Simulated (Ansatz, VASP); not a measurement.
# Two plane-wave programs on In

```xyz
4
Lattice="3.4073 0.0000 0.0000 -1.7036 2.9508 0.0000 0.0000 0.0000 10.9419" Properties=species:S:1:pos:R:3 pbc="T T T"
In    0.0000    0.0000    0.0000
In    0.0000    1.9672    2.7355
In    0.0000    0.0000    5.4710
In    1.7036    0.9836    8.2064
```

Alike in both runs: functional PBE; k mesh 12 × 12 × 4; occupations gaussian, width 0.1 eV; no spin polarisation.

Ansatz relaxed the structure, and its values are those at the end. VASP's run is a single point on that final structure, the one shown.

|  | VASP | Ansatz |
| --- | --- | --- |
| version | VASP 6.6.1 | Ansatz 0.2.0 |
| potentials or method | VASP PAW PBE potentials, release 64 (In_d), cutoff 500 eV | scalar-relativistic, plane waves, PAW |
| valence electrons in the cell | 52 | 52 |

```tsv
	VASP	Ansatz	Ansatz less VASP
gap on the k mesh at the Fermi level (eV)	none	none	-
pressure (GPa)	0.0	0.0	+0.04
```

A gap of «none» marks a metal or a gap that the smearing closes.
